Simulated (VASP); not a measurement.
# Co (P6_3/mmc) in VASP: further runs

Runs on Co. Level: PBEsol. Tasks: electric field gradients.

Everything below comes from runs of VASP 6.6.1. Logs are shortened: lines on timing, memory, paths and dates and some standing lists are left out, and cuts for length are marked.

## (1) The cell of the first run

The structure is hexagonal, space group P6_3/mmc (No. 194). The conventional cell has a = 2.502 Å, b = 2.502 Å, c = 4.064 Å, α = 90.00°, β = 90.00°, γ = 120.00°. Within 3.3 Å of Co (site symmetry -6m2) lie 12 Co at 2.49 to 2.50 Å.

## (2) Electric field gradients, PBEsol, collinear spin, ferromagnetic start (volume scaled by 0.98)

Contents of INCAR:

```
SYSTEM = Co
  PREC = Accurate
  ENCUT = 520
  EDIFF = 1E-8
  ISMEAR = -1
  SIGMA = 0.05
  LREAL = .FALSE.
  LASPH = .TRUE.
  NELM = 150
  ALGO = Normal
  ISIF = 2
  LWAVE = .FALSE.
  LCHARG = .FALSE.
  ISPIN = 2
  MAGMOM = 2 2
  LORBIT = 11
  LMAXMIX = 4
  GGA = PS
  LEFG = .TRUE.
  NBANDS = 20
```

Contents of KPOINTS:

```
Automatic mesh
0
G
  19 19 10
  0 0 0
```

Contents of POSCAR:

```
Co
1.0
    2.5020943139      0.0000000000      0.0000000000
   -1.2510471570      2.1668772385      0.0000000000
    0.0000000000      0.0000000000      4.0635427969
Co
2
Direct
    0.3333333333      0.6666666667      0.2500000000
    0.6666666667      0.3333333333      0.7500000000
```

Potentials or basis: VASP PAW PBE potentials, release 64 (Co).

Launch:

```
$ cat potpaw_PBE.64/Co/POTCAR > POTCAR
$ mpirun -np 1 vasp_std > vasp.out
```

OUTCAR:

```text
SYSTEM = Co
   PREC = Accurate
   ENCUT = 520
   EDIFF = 1E-8
   ISMEAR = -1
   LREAL = .FALSE.
   LASPH = .TRUE.
   NELM = 150
   ISIF = 2
   ISPIN = 2
   LORBIT = 11
   GGA = PS

 ion  position               nearest neighbor table
   1  0.333  0.667  0.250-   2 2.49   2 2.49   2 2.49   2 2.49   2 2.49   2 2.49
   2  0.667  0.333  0.750-   1 2.49   1 2.49   1 2.49   1 2.49   1 2.49   1 2.49

  LATTYP: Found a hexagonal cell.
 ALAT       =     2.5020943139
 C/A-ratio  =     1.6240566050

  Lattice vectors:

 A1 = (   2.5020943139,   0.0000000000,   0.0000000000)
 A2 = (  -1.2510471570,   2.1668772385,   0.0000000000)
 A3 = (   0.0000000000,   0.0000000000,   4.0635427969)

Analysis of symmetry for initial positions (statically):
=====================================================================
 Subroutine PRICEL returns:
 Original cell was already a primitive cell.

 Routine SETGRP: Setting up the symmetry group for a
 hexagonal supercell.

 Subroutine GETGRP returns: Found 24 space group operations
 (whereof 12 operations were pure point group operations)
 out of a pool of 24 trial point group operations.

The static configuration has the point symmetry D_3d.
 The point group associated with its full space group is D_6h.

Analysis of symmetry for dynamics (positions and initial velocities):
=====================================================================
 Subroutine PRICEL returns:
 Original cell was already a primitive cell.

 Routine SETGRP: Setting up the symmetry group for a
 hexagonal supercell.

 Subroutine GETGRP returns: Found 24 space group operations
 (whereof 12 operations were pure point group operations)
 out of a pool of 24 trial point group operations.

The dynamic configuration has the point symmetry D_3d.
 The point group associated with its full space group is D_6h.

Analysis of structural, dynamic, and magnetic symmetry:
=====================================================================
 Subroutine PRICEL returns:
 Original cell was already a primitive cell.

 Routine SETGRP: Setting up the symmetry group for a
 hexagonal supercell.

[... 167 lines left out ...]
      4       7.3071      1.00000
      5       7.3071      1.00000
      6       7.6081      1.00000
[... 541 lines left out ...]
     19      32.8373      0.00000
     20      34.5061      0.00000

 [... further k-points ...]

 spin component 2

 k-point     1 :       0.0000    0.0000    0.0000
  band No.  band energies     occupation
      1       1.0302      1.00000
      2       5.7333      1.00000
      3       8.8796      1.00000
      4       8.9336      1.00000
      5       8.9336      1.00000
      6       9.2860      0.99999
[... 541 lines left out ...]
     19      33.1933      0.00000
     20      34.8922      0.00000

 [... further k-points ...]

------------------------ aborting loop because EDIFF is reached ----------------------------------------

  FORCE on cell =-STRESS in cart. coord.  units (eV):
  Direction    XX          YY          ZZ          XY          YZ          ZX
  --------------------------------------------------------------------------------------
  -------------------------------------------------------------------------------------
  Total       -1.7490811     -1.7490811     -1.9728569      0.0000000     -0.0000000     -0.0000000
  in kB     -127.1972485   -127.1972485   -143.4707409      0.0000000     -0.0000000     -0.0000000
  external PRESSURE =    -132.6217459 kB  Pullay stress =       0.0000000 kB

 VOLUME and BASIS-vectors are now :
 -----------------------------------------------------------------------------
  energy-cutoff  :      520.00
  volume of cell :       22.03
      direct lattice vectors                 reciprocal lattice vectors
     2.502094314  0.000000000  0.000000000     0.399665190  0.230746805  0.000000000
    -1.251047157  2.166877239  0.000000000     0.000000000  0.461493610  0.000000000
     0.000000000  0.000000000  4.063542797     0.000000000  0.000000000  0.246090678

 POSITION                                       TOTAL-FORCE (eV/Angst)
 -----------------------------------------------------------------------------------
     -0.00000      1.44458      1.01589         0.000000      0.000000      0.000000
      1.25105      0.72229      3.04766        -0.000000     -0.000000      0.000000
 -----------------------------------------------------------------------------------
    total drift:                                0.000000      0.000000     -0.000000

  FREE ENERGIE OF THE ION-ELECTRON SYSTEM (eV)
  ---------------------------------------------------
  free  energy   TOTEN  =       -15.4187247201 eV

  energy  without entropy=      -15.4034262230  energy(sigma->0) =      -15.41107547

 Electric field gradients (V/A^2)
---------------------------------------------------------------------
 ion       V_xx      V_yy      V_zz      V_xy      V_xz      V_yz
---------------------------------------------------------------------
   1       1.036     1.035    -2.071    -0.001     0.000    -0.000
   2       1.036     1.035    -2.071    -0.001    -0.000     0.000
---------------------------------------------------------------------

 Electric field gradients after diagonalization (V/A^2)
 (convention: |V_zz| > |V_xx| > |V_yy|)
----------------------------------------------------------------------
 ion       V_xx      V_yy      V_zz     asymmetry (V_yy - V_xx)/ V_zz
----------------------------------------------------------------------
   1       1.037     1.034    -2.071       0.001
   2       1.037     1.034    -2.071       0.001
----------------------------------------------------------------------

           NMR quadrupolar parameters

 Cq : quadrupolar parameter    Cq=e*Q*V_zz/h
 eta: asymmetry parameters     (V_yy - V_xx)/ V_zz
 Q  : nuclear electric quadrupole moment in mb (millibarn)
----------------------------------------------------------------------
 ion       Cq(MHz)       eta       Q (mb)
----------------------------------------------------------------------
   1      -0.005       0.001       1.000
   2      -0.005       0.001       1.000
----------------------------------------------------------------------

 total charge

# of ion       s       p       d       tot
------------------------------------------
    1        0.483   0.511   7.247   8.241
    2        0.483   0.511   7.247   8.241
--------------------------------------------------
tot          0.965   1.023  14.495  16.483

 magnetization (x)

# of ion       s       p       d       tot
------------------------------------------
    1       -0.015  -0.051   1.701   1.636
    2       -0.015  -0.051   1.701   1.636
--------------------------------------------------
tot         -0.029  -0.102   3.402   3.271
```

OSZICAR:

```text
N       E                     dE             d eps       ncg     rms          rms(c)
DAV:   1     0.832903708884E+02    0.83290E+02   -0.82632E+03 20220   0.123E+03
DAV:   2    -0.133857897267E+02   -0.96676E+02   -0.87099E+02 19496   0.216E+02
DAV:   3    -0.178710726649E+02   -0.44853E+01   -0.42930E+01 21856   0.560E+01
DAV:   4    -0.179385967293E+02   -0.67524E-01   -0.67471E-01 23512   0.608E+00
DAV:   5    -0.179405799600E+02   -0.19832E-02   -0.19831E-02 22184   0.993E-01    0.156E+01
DAV:   6    -0.159611466587E+02    0.19794E+01   -0.89856E+00 21708   0.613E+01    0.737E+00
DAV:   7    -0.154575687839E+02    0.50358E+00   -0.14628E+00 22216   0.225E+01    0.380E+00
DAV:   8    -0.154359096076E+02    0.21659E-01   -0.16009E-02 26244   0.118E+00    0.161E+00
DAV:   9    -0.154199448435E+02    0.15965E-01   -0.28968E-03 31920   0.950E-01    0.474E-01
DAV:  10    -0.154189397379E+02    0.10051E-02   -0.43595E-04 24872   0.240E-01    0.175E-01
DAV:  11    -0.154187356968E+02    0.20404E-03   -0.85407E-05 28932   0.143E-01    0.311E-02
DAV:  12    -0.154187283917E+02    0.73051E-05   -0.60976E-06 21408   0.213E-02    0.190E-02
DAV:  13    -0.154187249992E+02    0.33926E-05   -0.20806E-06 29856   0.160E-02    0.855E-03
DAV:  14    -0.154187248736E+02    0.12559E-06   -0.26621E-07 20920   0.404E-03    0.200E-03
DAV:  15    -0.154187246609E+02    0.21268E-06   -0.97898E-09 15832   0.143E-03    0.990E-04
DAV:  16    -0.154187246934E+02   -0.32454E-07   -0.30049E-09 10236   0.621E-04    0.425E-04
DAV:  17    -0.154187247169E+02   -0.23535E-07   -0.62404E-10 10012   0.213E-04    0.595E-05
DAV:  18    -0.154187247201E+02   -0.32214E-08   -0.15548E-10  9900   0.104E-04
   1 F= -.15418725E+02 E0= -.15411075E+02  d E =-.152985E-01  mag=     3.2347
```

stdout:

```text
POSCAR found type information on POSCAR Co
 POSCAR found :  1 types and       2 ions
 scaLAPACK will be used
 -----------------------------------------------------------------------------
|                                                                             |
|                                                                             |
|     You enforced a specific xc type in the INCAR file but a different       |
|     I HOPE YOU KNOW WHAT YOU ARE DOING!                                     |
|                                                                             |
 -----------------------------------------------------------------------------

 LDA part: xc-table for (Slater+PW92), standard interpolation
 POSCAR, INCAR and KPOINTS ok, starting setup
 FFT: planning ... GRIDC
 FFT: planning ... GRID_SOFT
 FFT: planning ... GRID
 WAVECAR not read
 entering main loop
ion   1

ion   2
```

Run time: 3.2 min. Hardware: 1 thread of Intel Xeon 6975P-C, shared host; peak memory 0.26 GiB.

What came out:

| Property | Result |
| --- | --- |
| Free energy | -15.4187 eV |
| Pressure | -13.3 GPa |
| Net moment | 3.23 μB per cell |
| Site moments | Co +1.64 μB |
| Valence electrons inside the program's atomic spheres | Co 8.24 |

Stress tensor (GPa, compression positive):
```
-12.72   0.00   0.00
  0.00 -12.72   0.00
  0.00   0.00 -14.35
```

Electric field gradients, principal values (V/Å²):
```
atom  least  middle  greatest (by size)
1 Co  1.034   1.037              -2.071
2 Co  1.034   1.037              -2.071
```

Caveat: without QUAD_EFG the Cq values of the log hold for a quadrupole moment of 1 mb, not for the nuclei; the PAW data sets were made with another functional, which shifts forces and pressure a little.

(Continued in part 2 of 2.)
